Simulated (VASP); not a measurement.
Ho3PRu, 5 atoms in the cell. It takes space group Pm-3m (No. 221, cubic). The conventional cell has a = 5.117 Å, b = 5.117 Å, c = 5.117 Å, α = 90.00°, β = 90.00°, γ = 90.00°. Within 3.4 Å of Ho (site symmetry 4/mmm) lie 2 P at 2.56 Å. Within 3.4 Å of P (site symmetry m-3m) lie 6 Ho at 2.56 Å. Within 4.8 Å of Ru (site symmetry m-3m) lie 12 Ho at 3.62 Å and 8 P at 4.43 Å. The cell was built from a structure type or drawn by symmetry, and may not be a known phase.

- Program: VASP 6.6.1
- Task: single point
- Functional: PBE
- Potentials or basis: VASP PAW PBE potentials, release 64 (Ho_3, P, Ru_pv), 4f in core
- Cutoff: 500 eV
- k mesh: 4 × 4 × 4
- Occupations: gaussian, width 0.1 eV
- Spin: collinear spin, ferromagnetic start
- Starting moments: [0.0, 0.0, 0.0, 0.0, 1.0] μB
- Dipole correction: no
- Mended: yes
- Further INCAR settings: ALGO = Normal; EDIFF = 1e-06; NBANDS = 35

Potentials or basis: VASP PAW PBE potentials, release 64 (Ho_3, P, Ru_pv), 4f in core.

Command:

```console
$ cat potpaw_PBE.64/Ho_3/POTCAR potpaw_PBE.64/P/POTCAR potpaw_PBE.64/Ru_pv/POTCAR > POTCAR
$ mpirun -np 1 vasp_std > vasp.out
```

Hardware: 1 thread of Intel(R) Xeon(R) 6975P-C (Granite Rapids), with other jobs on the host.

**Question.** Estimate the wall time of this run.

**Answer.** Wall time 96 s on 1 thread of Intel(R) Xeon(R) 6975P-C (Granite Rapids), with other jobs on the host, peak memory 0.32 GiB. Counts: scf iterations 22, k points 10.
